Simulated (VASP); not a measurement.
# Cd: single point with PBE

The system is Cd.

```xyz
2
Lattice="2.9789 0.0000 0.0000 -1.4894 2.5798 0.0000 0.0000 0.0000 5.6177" Properties=species:S:1:pos:R:3 pbc="T T T"
Cd    0.0000    1.7199    1.4044
Cd    1.4894    0.8599    4.2132
```

```
Program                : VASP 6.6.1
Task                   : single point
Functional             : PBE
Potentials or basis    : VASP PAW PBE potentials, release 64 (Cd)
Cutoff                 : 500 eV
k mesh                 : 6 × 6 × 2
Occupations            : gaussian, width 0.1 eV
Spin                   : no spin polarisation
Dipole correction      : no
Further INCAR settings : ALGO = Normal; EDIFF = 1e-06; NBANDS = 19
```

The pressure is 4.4 GPa and the band gap on the k mesh is zero (bands 12 and 13 overlap by 4.07 eV).

Stress tensor (GPa, compression positive):
```
3.21 0.00 0.00
0.00 3.21 0.00
0.00 0.00 6.80
```

Levels at points of the mesh, in eV from the Fermi level:
| k point | band 10 | band 11 | band 12 | band 13 | band 14 | band 15 |
| --- | --- | --- | --- | --- | --- | --- |
| (0.00, 0.00, 0.00) | -8.57 | -8.57 | -3.13 | -3.13 | 10.46 | 14.34 |
| (0.50, 0.00, 0.00) | -8.31 | -2.45 | -1.95 | 1.87 | 2.95 | 3.07 |
| (0.00, 0.00, 0.50) | -8.68 | -7.47 | -7.47 | 3.62 | 3.62 | 14.67 |
| (0.50, 0.00, 0.50) | -8.32 | -1.65 | -1.65 | -0.02 | -0.02 | 8.00 |

It took 19 s on 1 thread of Intel Xeon 8259CL, with other jobs on the host, peak memory 0.15 GiB.

Caveat: the k points lie up to 0.56 Å⁻¹ apart, too coarse for converged energies and pressures of a metal.
